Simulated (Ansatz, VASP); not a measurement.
One calculation of AgCl, two programs

Contents of POSCAR:

```
AgCl
1.0
    3.4339730000      0.0000000000      0.0000000000
    0.0000000000      3.5713319200      0.0000000000
    0.0000000000      0.0000000000      3.4339730000
Ag Cl
1 1
Direct
    0.0000000000      0.0000000000      0.0000000000
    0.5000000000      0.5000000000      0.5000000000
```

INCAR.step1

```
SYSTEM = AgCl
PREC = Accurate
ENCUT = 520
ISMEAR = 0
SIGMA = 0.05
LREAL = .False.
LASPH = .True.
NELM = 100
NBANDS = 16
GGA = PE
ALGO = Normal
EDIFF = 1E-4
LWAVE = .True.
LCHARG = .False.
```

INCAR.step2

```
SYSTEM = AgCl
PREC = Accurate
ENCUT = 520
EDIFF = 1E-7
ISMEAR = 0
SIGMA = 0.05
LREAL = .False.
LASPH = .True.
NELM = 100
ALGO = Normal
ISIF = 2
LWAVE = .False.
LCHARG = .False.
METAGGA = R2SCAN
LMIXTAU = .True.
NBANDS = 16
ISTART = 1
```

File KPOINTS:

```
Automatic mesh
0
Gamma
  8 8 8
  0 0 0
```

Input for Ansatz:

```yaml
crystal:
  lattice:
    - [3.433973, 0.0, 0.0]
    - [0.0, 3.57133192, 0.0]
    - [0.0, 0.0, 3.433973]
  atoms:
    - { symbol: Ag, position: [0.0, 0.0, 0.0] }
    - { symbol: Cl, position: [0.5, 0.5, 0.5] }
basis:
  ecutwfc: 500
kpoints:
  mp_grid: { grid: [8, 8, 8] }
hamiltonian:
  xc: r2scan
scf:
  occupations: { method: gaussian, width: 0.05 }
output:
  forces: true
  stress: true
  eigenvalues: true
```

Change from the starting cell: strain +0.0400 x Voigt [0, 1, 0, 0, 0, 0], atoms carried along.

Alike in both runs: task single point; functional r2SCAN; k mesh 8 × 8 × 8; occupations gaussian, width 0.05 eV; no spin polarisation.

|  | VASP | Ansatz |
| --- | --- | --- |
| version | VASP 6.6.1 | Ansatz 0.2.0 |
| potentials or method | VASP PAW PBE potentials, release 64 (Ag, Cl), cutoff 520 eV | scalar-relativistic, plane waves, PAW |
| valence electrons in the cell | 18 | 26 |

Ansatz gave:

* gap on the k mesh at the Fermi level (eV): 1.14
* least direct gap on the mesh (eV): 2.46
* pressure (GPa): -3.4
* traceless stress, the component that is largest in VASP (GPa): -1.34

Task: What did VASP give for the same quantities?

Result: gap on the k mesh at the Fermi level (eV): 1.10; least direct gap on the mesh (eV): 2.44; pressure (GPa): -3.5; traceless stress, the component that is largest in VASP (GPa): -1.33.

VASP's potentials were made for PBE, not for r2SCAN. With one functional, cell and mesh, what is left measures potentials, basis and numerics. VASP's potentials hold 18 valence electrons a cell and Ansatz's 26, so a difference there can come from the potentials and not from the codes.
